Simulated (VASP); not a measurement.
# PbSe (Cmcm) in VASP: single point with PBEsol

Aim: the single point of PbSe with PBEsol.

Everything below comes from runs of VASP 6.6.1. Logs are shortened: lines on timing, memory, paths and dates and some standing lists are left out, and cuts for length are marked.

**1. The cell of the first run**

Symmetry: Cmcm, No. 63, orthorhombic system. The conventional cell has a = 4.310 Å, b = 12.268 Å, c = 4.450 Å, α = 90.00°, β = 90.00°, γ = 90.00°. Pb (site symmetry m2m) has 5 Se at 2.82 to 3.10 Å within 3.7 Å. Within 3.7 Å of Se (site symmetry m2m) lie 5 Pb at 2.82 to 3.10 Å.

**2. Single point, PBEsol**

INCAR reads:

```
PREC = Accurate ; ENCUT = 520
EDIFF = 1E-6 ; ISMEAR = 0
SIGMA = 0.05 ; LREAL = F
LASPH = T ; NELM = 60
ALGO = Normal ; ISIF = 2
LWAVE = F ; LCHARG = F
GGA = PS ; NBANDS = 28
```

KPOINTS reads:

```
regular mesh
0
Gamma
  10 10 10
```

POSCAR reads:

```
PbSe
1.0
    2.1548765900     -6.1339473500      0.0000000000
    2.1548765900      6.1339473500      0.0000000000
    0.0000000000      0.0000000000      4.4504935700
Pb Se
2 2
Direct
    0.6317607300      0.3682392700      0.7500000000
    0.3682392700      0.6317607300      0.2500000000
    0.8612899600      0.1387100400      0.7500000000
    0.1387100400      0.8612899600      0.2500000000
```

Potentials or basis: VASP PAW PBE potentials, release 64 (Pb_d, Se).

Started as:

```bash
> cat potpaw_PBE.64/Pb_d/POTCAR potpaw_PBE.64/Se/POTCAR > POTCAR
> mpirun -np 1 vasp_std > vasp.out
```

OUTCAR:

```text
PREC = Accurate
   ENCUT = 520
   EDIFF = 1E-6
   ISMEAR = 0
   LREAL = F
   LASPH = T
   NELM = 60
   ISIF = 2
   GGA = PS

 ion  position               nearest neighbor table
   1  0.632  0.368  0.750-   3 2.82   4 3.10   4 3.10   4 3.10   4 3.10   2 3.92   2 3.92
   2  0.368  0.632  0.250-   4 2.82   3 3.10   3 3.10   3 3.10   3 3.10   1 3.92   1 3.92
   3  0.861  0.139  0.750-   1 2.82   2 3.10   2 3.10   2 3.10   2 3.10
   4  0.139  0.861  0.250-   2 2.82   1 3.10   1 3.10   1 3.10   1 3.10

  LATTYP: Found a base centered orthorhombic cell.
 ALAT       =     4.3097531800
 B/A-ratio  =     2.8465422932
 C/A-ratio  =     1.0326562530

  Lattice vectors:

 A1 = (   2.1548765900,  -6.1339473500,   0.0000000000)
 A2 = (   2.1548765900,   6.1339473500,   0.0000000000)
 A3 = (   0.0000000000,   0.0000000000,   4.4504935700)

Analysis of symmetry for initial positions (statically):
=====================================================================
 Subroutine PRICEL returns:
 Original cell was already a primitive cell.

 Routine SETGRP: Setting up the symmetry group for a
 base centered orthorhombic supercell.

 Subroutine GETGRP returns: Found  8 space group operations
 (whereof  4 operations were pure point group operations)
 out of a pool of  8 trial point group operations.

The static configuration has the point symmetry C_2h.
 The point group associated with its full space group is D_2h.

Analysis of symmetry for dynamics (positions and initial velocities):
=====================================================================
 Subroutine PRICEL returns:
 Original cell was already a primitive cell.

 Routine SETGRP: Setting up the symmetry group for a
 base centered orthorhombic supercell.

 Subroutine GETGRP returns: Found  8 space group operations
 (whereof  4 operations were pure point group operations)
 out of a pool of  8 trial point group operations.

The dynamic configuration has the point symmetry C_2h.
 The point group associated with its full space group is D_2h.

 Subroutine INISYM returns: Found  8 space group operations
 (whereof  4 operations are pure point group operations),
 and found     1 'primitive' translations

----------------------------------------------------------------------------------------

                                     Primitive cell
[... 92 lines left out ...]
   LASPH  =      T    aspherical Exc in radial PAW
   ENCUT  =  520.0 eV  38.22 Ry    6.18 a.u.  12.09 12.09  8.27*2*pi/ulx,y,z
   NELM   =     60;   NELMIN=  2; NELMDL= -5     # of ELM steps
   EDIFF  = 0.1E-05   stopping-criterion for ELM
   LREAL  =      F    real-space projection
   EDIFFG = 0.1E-04   stopping-criterion for IOM
   NSW    =      0    number of steps for IOM
   IBRION =     -1    ionic relax: 0-MD 1-quasi-New 2-CG
   NFREE  =      0    steps in history (QN), initial steepest desc. (CG)
   ISIF   =      2    stress and relaxation
   ISYM   =      2    0-nonsym 1-usesym 2-fastsym
   POTIM  = 0.5000    time-step for ionic-motion
   TEBEG  =    0.0;   TEEND  =   0.0 temperature during run
   PSTRESS=    0.0 pullay stress
   NELECT =      40.0000    total number of electrons
   NUPDOWN=      -1.0000    fix difference up-down
   EMIN   =  10.00;   EMAX   =-10.00  energy-range for DOS
   EFERMI =   0.00;   METHOD = LEGACY
   ISMEAR =     0;   SIGMA  =   0.05  broadening in eV -4-tet -1-fermi 0-gaus
   EFERMI_NEDOS =   21; number of points for ismear=-14 and -15
   IALGO  =     38    algorithm
   IMIX   =      4    mixing-type and parameters
     AMIX     =   0.40;   BMIX     =  1.00
     AMIX_MAG =   1.60;   BMIX_MAG =  1.00
  volume/ion in A,a.u.               =      29.41       198.49
  Fermi-wavevector in a.u.,A,eV,Ry     =   1.142601  2.159203 17.762912  1.305537
  Thomas-Fermi vector in A             =   2.279299
   LORBIT       =      0    0 simple, 1 ext, 2 COOP (PROOUT), +10 PAW based schemes
   GGA     = PS    functional components
   LHFCALC =     F    Hartree Fock is set to
   AEXX    =    0.0000 exact exchange contribution
   IVDW    =     0    specifies the selected vdW correction
   LEPSILON=     F    determine dielectric tensor
   LRPA    =     F    only Hartree local field effects (RPA)
 non-spin polarized calculation
 Gauss-broadening in eV      SIGMA  =   0.05
  energy-cutoff  :      520.00
  volume of cell :      117.65
 maximum number of plane-waves:      3192
   NGX = 25   NGY = 25   NGZ = 17

 number of electron      39.9999995 magnetization

 Free energy of the ion-electron system (eV)
  ---------------------------------------------------
  ext. energy  EPLUGINS =         0.00000000
  ---------------------------------------------------
  free energy    TOTEN  =       -17.61467828 eV

  energy without entropy =      -17.61467828  energy(sigma->0) =      -17.61467828

 E-fermi :   4.4403     XC(G=0):  -9.6100

 val. band max:        4.2169481621   @ k =   0.5000   0.5000   0.4000
 cond. band min:       5.0345615619   @ k =   0.5000   0.5000   0.4000
 fundamental gap:      0.8176133998
 Fermi energy:         4.4402902278

 k-point     1 :       0.0000    0.0000    0.0000
  band No.  band energies     occupation
      1     -12.2790      2.00000
      2     -12.1929      2.00000
      3     -12.1852      2.00000
      4     -12.1851      2.00000
      5     -12.1640      2.00000
      6     -12.1588      2.00000
[... 733 lines left out ...]
     27      10.8272      0.00000
     28      12.0915      0.00000

 [... further k-points ...]

------------------------ aborting loop because EDIFF is reached ----------------------------------------

  FORCE on cell =-STRESS in cart. coord.  units (eV):
  Direction    XX          YY          ZZ          XY          YZ          ZX
  --------------------------------------------------------------------------------------
  -------------------------------------------------------------------------------------
  Total       -1.3171448     -1.0847626     -1.3748524      0.0000000      0.0000000      0.0000000
  in kB      -17.9367391    -14.7721819    -18.7225948      0.0000000      0.0000000      0.0000000
  external PRESSURE =     -17.1438386 kB  Pullay stress =       0.0000000 kB

 VOLUME and BASIS-vectors are now :
 -----------------------------------------------------------------------------
  energy-cutoff  :      520.00
  volume of cell :      117.65
      direct lattice vectors                 reciprocal lattice vectors
     2.154876590 -6.133947350  0.000000000     0.232031849 -0.081513579  0.000000000
     2.154876590  6.133947350  0.000000000     0.232031849  0.081513579  0.000000000
     0.000000000  0.000000000  4.450493570     0.000000000  0.000000000  0.224694179

 POSITION                                       TOTAL-FORCE (eV/Angst)
 -----------------------------------------------------------------------------------
      2.15488     -1.61643      3.33787         0.000000     -0.007213      0.000000
      2.15488      1.61643      1.11262         0.000000      0.007213     -0.000000
      2.15488     -4.43227      3.33787         0.000000     -0.050539      0.000000
      2.15488      4.43227      1.11262         0.000000      0.050539      0.000000
 -----------------------------------------------------------------------------------
    total drift:                                0.000000     -0.000000     -0.000000

  FREE ENERGIE OF THE ION-ELECTRON SYSTEM (eV)
  ---------------------------------------------------
  free  energy   TOTEN  =       -17.6146782769 eV

  energy  without entropy=      -17.6146782769  energy(sigma->0) =      -17.61467828
```

Wall time 11 min (1 thread of Intel Xeon Platinum 8259CL at 2.50GHz (Skylake/Cascade Lake), shared host); peak memory 0.66 GiB.

Results:

```yaml
Free_energy: -17.6147 eV
Pressure: -1.7 GPa
Largest_force: 0.051 eV/Å
Band_gap_on_the_k_mesh: 0.82 eV
```

Forces in eV/Å, atoms in the order of the input:
```
Pb   0.000 -0.007  0.000
Pb   0.000  0.007  0.000
Se   0.000 -0.051  0.000
Se   0.000  0.051  0.000
```

Caveat: the PAW data sets were made with another functional, which shifts forces and pressure a little; spin-orbit coupling is left out, which moves the levels of the heavy elements. A k mesh can miss the band edges.
